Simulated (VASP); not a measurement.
Here is a VASP 6.6.1 calculation.

The input INCAR:

```
ALGO = Normal
EDIFF = 1E-6
ENCUT = 500
GGA = PS
GGA_COMPAT = False
ISIF = 2
ISMEAR = 1
ISPIN = 2
LASPH = True
LCHARG = False
LMAXMIX = 4
LORBIT = 11
LREAL = False
LWAVE = False
MAGMOM = 5.2 0
NBANDS = 23
NELM = 200
PREC = Accurate
SIGMA = 0.05
```

Contents of KPOINTS:

```
k-points
0
Gamma
  7 7 7
```

File POSCAR:

```
MnAu
1.0
    3.2077600000      0.0000000000      0.0000000000
    0.0000000000      3.2077600000      0.0000000000
    0.0000000000      0.0000000000      3.2077600000
Mn Au
1 1
Direct
    0.5000000000      0.5000000000      0.5000000000
    0.0000000000      0.0000000000      0.0000000000
```

Potentials or basis: VASP PAW PBE potentials, release 64 (Mn_pv, Au).

The run is started by

```bash
$ cat potpaw_PBE.64/Mn_pv/POTCAR potpaw_PBE.64/Au/POTCAR > POTCAR
$ mpirun -np 1 vasp_std > vasp.out
```

**Question.** What does it give for the pressure?

**Answer.** -4.7 GPa.

**Question.** What does it give for the net moment?

**Answer.** 4.33 μB per cell.

**Question.** Estimate the site moments.

**Answer.** Mn +4.01; Au +0.12 μB.

Caveat: the cell stands under tension; the PAW data sets were made with another functional, which shifts forces and pressure a little.
